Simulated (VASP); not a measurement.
Wanted: the native input for a VASP 6.6.1 run.

- Task: single point
- Functional: PBE
- Potentials or basis: VASP PAW PBE potentials, release 64 (Ho_3, S), 4f in core
- Cutoff: 500 eV
- k mesh: 6 × 6 × 4
- Occupations: gaussian, width 0.1 eV
- Spin: no spin polarisation
- Dipole correction: no
- Further INCAR settings: ALGO = Normal; EDIFF = 1e-06; NBANDS = 24

The structure of HoS4 lies in POSCAR:

```
HoS4
1.0
    4.8296487500      0.0000000000      0.0000000000
   -2.4148243800      4.1825985100      0.0000000000
    0.0000000000      0.0000000000      5.7181083600
Ho S
1 4
Direct
    0.0000000000      0.0000000000      0.5000000000
    0.5000000000      0.0000000000      0.5000000000
    0.0000000000      0.5000000000      0.5000000000
    0.5000000000      0.5000000000      0.5000000000
    0.0000000000      0.0000000000      0.0000000000
```

The cell was generated, and may not be a known phase.

These files were run (other wordings do the same):

INCAR

```
SYSTEM = HoS4
PREC     = Accurate       ! precision mode
ENCUT    = 500            ! plane-wave cutoff, eV
EDIFF    = 1E-6           ! SCF threshold, eV
ISMEAR   = 0              ! smearing method
SIGMA    = 0.1            ! smearing width, eV
LREAL    = .FALSE.        ! projectors in reciprocal space
LASPH    = .TRUE.         ! aspherical terms in the spheres
NELM     = 200            ! most SCF steps
ALGO     = Normal         ! electronic algorithm
ISIF     = 2              ! what is computed and relaxed
LWAVE    = .FALSE.        ! write WAVECAR
LCHARG   = .TRUE.         ! write CHGCAR
GGA      = PE             ! functional
LELF     = .TRUE.         ! ELF
LVHAR    = .TRUE.       
NBANDS   = 24             ! bands
GGA_COMPAT= .FALSE.      
LMAXMIX  = 6              ! l up to which the mixer works
```

KPOINTS

```
regular mesh
0
G
  6 6 4
  0 0 0
```

Potentials or basis: VASP PAW PBE potentials, release 64 (Ho_3, S), 4f in core.

The run is started by

```console
$ cat potpaw_PBE.64/Ho_3/POTCAR potpaw_PBE.64/S/POTCAR > POTCAR
$ mpirun -np 1 vasp_std > vasp.out
```

It gave:

| Quantity | Value |
| --- | --- |
| Pressure | 20.9 GPa |
| Band gap on the k mesh | zero (an odd number of electrons rules out a gap without spin polarisation) |

Caveat: the stress differs along the axes, from -5 to 34 GPa; spin-orbit coupling is left out, which moves the levels of the heavy elements; the 4f electrons are frozen in the core, so they carry no moment and show no levels; the run has no spin polarisation, though such a crystal can be magnetic.

Run time: 74 s on 1 thread of Intel(R) Xeon(R) Platinum 8488C (Sapphire Rapids) (shared host), peak memory 0.24 GiB.
